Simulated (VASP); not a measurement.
Cu3Pt: single point with LDA

The system is Cu3Pt.

```
CELL_PARAMETERS angstrom
3.78276 0.00000 0.00000
0.00000 3.78276 0.00000
0.00000 0.00000 3.78276
ATOMIC_POSITIONS crystal
Cu 0.00000 0.50000 0.50000
Cu 0.50000 0.00000 0.50000
Cu 0.50000 0.50000 0.00000
Pt 0.00000 0.00000 0.00000
```

This cell differs from its parent crystal: volume scaled by 1.06.

```json
{
  "Program": "VASP 6.6.1",
  "Task": "single point",
  "Functional": "LDA",
  "Potentials or basis": "VASP PAW LDA potentials, release 64 (Cu, Pt)",
  "Cutoff": "520 eV",
  "k mesh": "9 × 9 × 9",
  "Occupations": "fermi-dirac, width 0.05 eV",
  "Spin": "no spin polarisation",
  "Dipole correction": "no",
  "Further INCAR settings": "ALGO = Normal; EDIFF = 1e-06; NBANDS = 30"
}
```

| Quantity | Value |
| --- | --- |
| Pressure | -19.0 GPa |

Levels at points of the mesh, in eV from the Fermi level:
```
           k point  band 19  band 20  band 21  band 22  band 23  band 24
(0.00, 0.00, 0.00)    -0.15    -0.15    -0.15     1.95     1.95     1.95
```

Run time: 40 s on 1 thread of Intel(R) Xeon(R) Platinum 8488C (Sapphire Rapids) (shared host), peak memory 0.17 GiB.

Caveat: spin-orbit coupling is left out, which moves the levels of the heavy elements.
